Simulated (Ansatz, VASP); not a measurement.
Ti: VASP beside Ansatz

```
CELL_PARAMETERS angstrom
2.71400 0.00000 0.00000
-1.35700 2.35039 0.00000
0.00000 0.00000 4.87344
ATOMIC_POSITIONS crystal
Ti 0.33333 0.66667 0.25000
Ti 0.66667 0.33333 0.75000
```

Change from the starting cell: strain -0.080 along x and y, +0.040 along z, atoms carried along.

Alike in both runs: task single point; functional PBE; k mesh 18 × 18 × 10; occupations gaussian, width 0.15 eV; no spin polarisation.

|  | VASP | Ansatz |
| --- | --- | --- |
| version | VASP 6.6.1 | Ansatz 0.2.0 |
| potentials or method | VASP PAW PBE potentials, release 64 (Ti_sv), cutoff 520 eV | scalar-relativistic, plane waves, PAW |
| valence electrons in the cell | 24 | 24 |

```csv
,VASP,Ansatz,Ansatz less VASP
gap on the k mesh at the Fermi level (eV),none,none,-
pressure (GPa),14.4,14.8,+0.47
"traceless stress, the component that is largest in VASP (GPa)",-8.78,-8.82,-0.043
```

A gap of «none» marks a metal or a gap that the smearing closes.
